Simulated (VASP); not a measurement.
# Mg (I4/mmm) in VASP: a series of runs

The runs below take Mg through electric field gradients, with PBE.

All numbers are computed with VASP 6.6.1; they aren't measurements. Logs are shortened: lines on timing, memory, paths and dates and some standing lists are left out, and cuts for length are marked.

**1. The cell of the first run**

It takes space group I4/mmm (No. 139, tetragonal). The conventional cell has a = 2.953 Å, b = 2.953 Å, c = 2.894 Å, α = 90.00°, β = 90.00°, γ = 90.00°. Mg (site symmetry 4/mmm) has 14 Mg at 2.54 to 2.95 Å within 3.4 Å.

**2. Electric field gradients, PBE (zz strain of -2 %)**

INCAR reads:

```
PREC = Accurate
ENCUT = 520
EDIFF = 1E-8
ISMEAR = -1
SIGMA = 0.05
LREAL = False
LASPH = True
NELM = 100
ALGO = Normal
ISIF = 2
LWAVE = False
LCHARG = False
GGA = PE
LEFG = True
NBANDS = 7
```

KPOINTS reads:

```
Automatic mesh
0
Gamma
  16 16 16
```

POSCAR reads:

```
Mg
1.0
   -1.4765000000      1.4765000000      1.4469700000
    1.4765000000     -1.4765000000      1.4469700000
    1.4765000000      1.4765000000     -1.4469700000
Mg
1
Direct
    0.0000000000      0.0000000000      0.0000000000
```

Potentials or basis: VASP PAW PBE potentials, release 64 (Mg).

Started as:

```
> cat potpaw_PBE.64/Mg/POTCAR > POTCAR
> mpirun -np 1 vasp_std > vasp.out
```

OUTCAR:

```text
PREC = Accurate
   ENCUT = 520
   EDIFF = 1E-8
   ISMEAR = -1
   LREAL = False
   LASPH = True
   NELM = 100
   ISIF = 2
   GGA = PE

 ion  position               nearest neighbor table
   1  0.000  0.000  0.000-

  LATTYP: Found a body centered tetragonal cell.
 ALAT       =     2.9530000000
 C/A-ratio  =     0.9800000000

  Lattice vectors:

 A1 = (  -1.4765000000,   1.4765000000,   1.4469700000)
 A2 = (   1.4765000000,  -1.4765000000,   1.4469700000)
 A3 = (   1.4765000000,   1.4765000000,  -1.4469700000)

Analysis of symmetry for initial positions (statically):
=====================================================================
 Subroutine PRICEL returns:
 Original cell was already a primitive cell.

 Routine SETGRP: Setting up the symmetry group for a
 body centered tetragonal supercell.

 Subroutine GETGRP returns: Found 16 space group operations
 (whereof 16 operations were pure point group operations)
 out of a pool of 16 trial point group operations.

The static configuration has the point symmetry D_4h.

Analysis of symmetry for dynamics (positions and initial velocities):
=====================================================================
 Subroutine PRICEL returns:
 Original cell was already a primitive cell.

 Routine SETGRP: Setting up the symmetry group for a
 body centered tetragonal supercell.

 Subroutine GETGRP returns: Found 16 space group operations
 (whereof 16 operations were pure point group operations)
 out of a pool of 16 trial point group operations.

The dynamic configuration has the point symmetry D_4h.

 Subroutine INISYM returns: Found 16 space group operations
 (whereof 16 operations are pure point group operations),
 and found     1 'primitive' translations

----------------------------------------------------------------------------------------

                                     Primitive cell

  volume of cell :      12.6179

  direct lattice vectors                    reciprocal lattice vectors
    -1.476500000  1.476500000  1.446970000     0.000000000  0.338638673  0.345549666
     1.476500000 -1.476500000  1.446970000     0.338638673  0.000000000  0.345549666
     1.476500000  1.476500000 -1.446970000     0.338638673  0.338638673  0.000000000

  length of vectors
     2.540438285  2.540438285  2.540438285     0.483818894  0.483818894  0.478907403

  position of ions in fractional coordinates (direct lattice)
     0.000000000  0.000000000  0.000000000

  ion indices of the primitive-cell ions
   primitive index   ion index
                 1           1

----------------------------------------------------------------------------------------

 KPOINTS: Automatic mesh

Automatic generation of k-mesh.
 Grid dimensions read from file:
 generate k-points for:   16   16   16

 Generating k-lattice:

  Cartesian coordinates                     Fractional coordinates (reciprocal lattice)
     0.000000000  0.021164917  0.021596854     0.062500000 -0.000000000  0.000000000
     0.021164917  0.000000000  0.021596854    -0.000000000  0.062500000  0.000000000
     0.021164917  0.021164917  0.000000000     0.000000000  0.000000000  0.062500000

  Length of vectors
     0.030238681  0.030238681  0.029931713

  Shift w.r.t. Gamma in fractional coordinates (k-lattice)
     0.000000000  0.000000000  0.000000000

 Subroutine IBZKPT returns following result:
 ===========================================

 Found    349 irreducible k-points:

 Following reciprocal coordinates:
            Coordinates               Weight
  0.000000  0.000000  0.000000      1.000000
  0.062500 -0.000000  0.000000      8.000000
  0.125000 -0.000000  0.000000      8.000000
  0.187500  0.000000  0.000000      8.000000
  0.250000 -0.000000  0.000000      8.000000
  0.312500 -0.000000  0.000000      8.000000
[... 16 lines left out ...]
 -0.125000  0.062500 -0.000000     16.000000
 -0.062500  0.062500  0.000000      4.000000
 [... further k-points ...]
   k-points           NKPTS =    349   k-points in BZ     NKDIM =    349   number of bands    NBANDS=      7
   number of dos      NEDOS =    301   number of ions     NIONS =      1
   total plane-waves  NPLWV =   8000
   dimension x,y,z NGX =    20 NGY =   20 NGZ =   20
   dimension x,y,z NGXF=    40 NGYF=   40 NGZF=   40
   ions per type =               1
   NGX,Y,Z   is equivalent  to a cutoff of  13.09, 13.09, 13.09 a.u.
   NGXF,Y,Z  is equivalent  to a cutoff of  26.18, 26.18, 26.18 a.u.
 SYSTEM =  unknown system
   PREC   = accura    normal or accurate (medium, high low for compatibility)
   ISTART =      0    job   : 0-new  1-cont  2-samecut
   ICHARG =      2    charge: 1-file 2-atom 10-const
   ISPIN  =      1    spin polarized calculation?
   LNONCOLLINEAR =      F non collinear calculations
   LSORBIT =      F    spin-orbit coupling
   LASPH  =      T    aspherical Exc in radial PAW
   ENCUT  =  520.0 eV  38.22 Ry    6.18 a.u.   4.72  4.72  4.72*2*pi/ulx,y,z
   NELM   =    100;   NELMIN=  2; NELMDL= -5     # of ELM steps
   EDIFF  = 0.1E-07   stopping-criterion for ELM
   LREAL  =      F    real-space projection
   EDIFFG = 0.1E-06   stopping-criterion for IOM
   NSW    =      0    number of steps for IOM
   IBRION =     -1    ionic relax: 0-MD 1-quasi-New 2-CG
   NFREE  =      0    steps in history (QN), initial steepest desc. (CG)
   ISIF   =      2    stress and relaxation
   ISYM   =      2    0-nonsym 1-usesym 2-fastsym
   POTIM  = 0.5000    time-step for ionic-motion
   TEBEG  =    0.0;   TEEND  =   0.0 temperature during run
   PSTRESS=    0.0 pullay stress
   NELECT =       2.0000    total number of electrons
   NUPDOWN=      -1.0000    fix difference up-down
   EMIN   =  10.00;   EMAX   =-10.00  energy-range for DOS
   EFERMI =   0.00;   METHOD = LEGACY
   ISMEAR =    -1;   SIGMA  =   0.05  broadening in eV -4-tet -1-fermi 0-gaus
   EFERMI_NEDOS =   21; number of points for ismear=-14 and -15
   IALGO  =     38    algorithm
   IMIX   =      4    mixing-type and parameters
     AMIX     =   0.40;   BMIX     =  1.00
     AMIX_MAG =   1.60;   BMIX_MAG =  1.00
  volume/ion in A,a.u.               =      12.62        85.15
  Fermi-wavevector in a.u.,A,eV,Ry     =   0.885977  1.674255 10.679976  0.784956
  Thomas-Fermi vector in A             =   2.007083
   LORBIT       =      0    0 simple, 1 ext, 2 COOP (PROOUT), +10 PAW based schemes
   GGA     = PE    functional components
   LHFCALC =     F    Hartree Fock is set to
   AEXX    =    0.0000 exact exchange contribution
   IVDW    =     0    specifies the selected vdW correction
   LEPSILON=     F    determine dielectric tensor
   LRPA    =     F    only Hartree local field effects (RPA)
 non-spin polarized calculation
  energy-cutoff  :      520.00
  volume of cell :       12.62
 maximum number of plane-waves:       370
   NGX =  9   NGY =  9   NGZ =  9

 number of electron       2.0000000 magnetization

 Free energy of the ion-electron system (eV)
  ---------------------------------------------------
  ext. energy  EPLUGINS =         0.00000000
  ---------------------------------------------------
  free energy    TOTEN  =        -0.14467748 eV

  energy without entropy =       -0.14250657  energy(sigma->0) =       -0.14359203

 E-fermi :   6.7412     XC(G=0): -10.5735

 val. band max:        6.7287331382   @ k =   0.3750   0.1250   0.1250
 cond. band min:       6.7645568301   @ k =   0.4375   0.3750   0.0625
 fundamental gap:      0.0358236919
 Fermi energy:         6.7412270973

 k-point     1 :       0.0000    0.0000    0.0000
  band No.  band energies     occupation
      1      -3.2088      2.00000
      2      23.9860      0.00000
      3      24.5930      0.00000
      4      24.5930      0.00000
      5      26.8120      0.00000
      6      27.4811      0.00000
      7      28.7537      0.00000

 k-point     2 :       0.0625   -0.0000    0.0000
  band No.  band energies     occupation
      1      -3.0696      2.00000
      2      23.2612      0.00000
      3      23.4194      0.00000
      4      24.2370      0.00000
      5      25.9710      0.00000
      6      26.4140      0.00000
      7      29.7828      0.00000

 k-point     3 :       0.1250   -0.0000    0.0000
  band No.  band energies     occupation
      1      -2.6544      2.00000
      2      20.3843      0.00000
      3      22.1027      0.00000
      4      23.7743      0.00000
      5      24.9022      0.00000
      6      26.0428      0.00000
      7      31.1310      0.00000

 k-point     4 :       0.1875    0.0000    0.0000
  band No.  band energies     occupation
      1      -1.9698      2.00000
      2      17.4137      0.00000
      3      20.7699      0.00000
      4      23.2815      0.00000
      5      23.8286      0.00000
      6      25.9445      0.00000
      7      31.4707      0.00000

 k-point     5 :       0.2500   -0.0000    0.0000
  band No.  band energies     occupation
      1      -1.0265      2.00000
      2      14.5939      0.00000
      3      19.6215      0.00000
      4      22.8204      0.00000
      5      22.9430      0.00000
      6      25.6996      0.00000
      7      31.8393      0.00000

 k-point     6 :       0.3125   -0.0000    0.0000
  band No.  band energies     occupation
      1       0.1612      2.00000
      2      11.9642      0.00000
      3      18.7087      0.00000
      4      22.2614      0.00000
      5      22.4386      0.00000
      6      25.3045      0.00000
      7      32.5821      0.00000

 k-point     7 :       0.3750    0.0000    0.0000
  band No.  band energies     occupation
      1       1.5729      2.00000
      2       9.5370      0.00000
      3      18.0497      0.00000
      4      21.7813      0.00000
      5      22.1585      0.00000
      6      24.8937      0.00000
      7      33.1568      0.00000
[... 121 lines left out ...]
 k-point    20 :      -0.3125    0.0625   -0.0000
  band No.  band energies     occupation
      1      -0.3765      2.00000
      2      13.3205      0.00000
      3      18.1230      0.00000
      4      22.3556      0.00000
      5      23.1156      0.00000
      6      26.4787      0.00000
      7      31.2195      0.00000

 k-point    21 :      -0.2500    0.0625    0.0000
  band No.  band energies     occupation
      1      -1.4395      2.00000
      2      16.0093      0.00000
      3      19.1008      0.00000
      4      22.9001      0.00000
      5      23.8239      0.00000
      6      26.6903      0.00000
      7      30.8872      0.00000

 k-point    22 :      -0.1875    0.0625    0.0000
  band No.  band energies     occupation
      1      -2.2509      2.00000
      2      18.8156      0.00000
      3      20.3291      0.00000
      4      23.5066      0.00000
      5      24.5696      0.00000
      6      26.7696      0.00000
      7      30.9084      0.00000

 k-point    23 :      -0.1250    0.0625   -0.0000
  band No.  band energies     occupation
      1      -2.7981      2.00000
      2      21.2631      0.00000
      3      22.0933      0.00000
      4      24.0933      0.00000
      5      25.1623      0.00000
      6      26.7705      0.00000
      7      29.9721      0.00000

 k-point    24 :      -0.0625    0.0625    0.0000
  band No.  band energies     occupation
      1      -3.0724      2.00000
      2      22.7394      0.00000
      3      23.8743      0.00000
      4      24.4584      0.00000
      5      25.7809      0.00000
      6      26.5500      0.00000
      7      29.6749      0.00000

 [... further k-points ...]

------------------------ aborting loop because EDIFF is reached ----------------------------------------

  FORCE on cell =-STRESS in cart. coord.  units (eV):
  Direction    XX          YY          ZZ          XY          YZ          ZX
  --------------------------------------------------------------------------------------
  -------------------------------------------------------------------------------------
  Total        5.3381079      5.3381079      5.4658022      0.0000000      0.0000000      0.0000000
  in kB      677.8155209    677.8155209    694.0297328      0.0000000      0.0000000      0.0000000
  external PRESSURE =     683.2202582 kB  Pullay stress =       0.0000000 kB

 VOLUME and BASIS-vectors are now :
 -----------------------------------------------------------------------------
  energy-cutoff  :      520.00
  volume of cell :       12.62
      direct lattice vectors                 reciprocal lattice vectors
    -1.476500000  1.476500000  1.446970000     0.000000000  0.338638673  0.345549666
     1.476500000 -1.476500000  1.446970000     0.338638673  0.000000000  0.345549666
     1.476500000  1.476500000 -1.446970000     0.338638673  0.338638673  0.000000000

 POSITION                                       TOTAL-FORCE (eV/Angst)
 -----------------------------------------------------------------------------------
      0.00000      0.00000      0.00000        -0.000000      0.000000      0.000000
 -----------------------------------------------------------------------------------
    total drift:                                0.000000      0.000000     -0.000000

  FREE ENERGIE OF THE ION-ELECTRON SYSTEM (eV)
  ---------------------------------------------------
  free  energy   TOTEN  =        -0.1446774801 eV

  energy  without entropy=       -0.1425065712  energy(sigma->0) =       -0.14359203

 Electric field gradients (V/A^2)
---------------------------------------------------------------------
 ion       V_xx      V_yy      V_zz      V_xy      V_xz      V_yz
---------------------------------------------------------------------
   1       0.586     0.586    -1.173     0.000     0.000     0.000
---------------------------------------------------------------------

 Electric field gradients after diagonalization (V/A^2)
 (convention: |V_zz| > |V_xx| > |V_yy|)
----------------------------------------------------------------------
 ion       V_xx      V_yy      V_zz     asymmetry (V_yy - V_xx)/ V_zz
----------------------------------------------------------------------
   1       0.586     0.586    -1.173       0.000
----------------------------------------------------------------------

           NMR quadrupolar parameters

 Cq : quadrupolar parameter    Cq=e*Q*V_zz/h
 eta: asymmetry parameters     (V_yy - V_xx)/ V_zz
 Q  : nuclear electric quadrupole moment in mb (millibarn)
----------------------------------------------------------------------
 ion       Cq(MHz)       eta       Q (mb)
----------------------------------------------------------------------
   1      -0.003       0.000       1.000
----------------------------------------------------------------------
```

Wall time 22 s (1 thread of Intel Xeon Platinum 8375C at 2.90GHz (Ice Lake), shared host); peak memory 0.14 GiB.

Results:

```yaml
Free_energy: -0.1447 eV
Pressure: 68.3 GPa
Band_gap_on_the_k_mesh: zero (bands 1 and 2 overlap by 4.76 eV)
Largest_electric_field_gradient_by_atom: Mg -1.2 V/Å²
```

Electric field gradients, principal values (V/Å²):
```
atom  least  middle  greatest (by size)
1 Mg  0.586   0.586              -1.173
```

Caveat: the cell differs from its parent crystal (zz strain of -2 %); the cell stands under pressure; without QUAD_EFG the Cq values of the log hold for a quadrupole moment of 1 mb, not for the nuclei.

(Part 1 of 2 ends here.)

The gap in the log of VASP goes by the Fermi energy; the results here count the filled bands.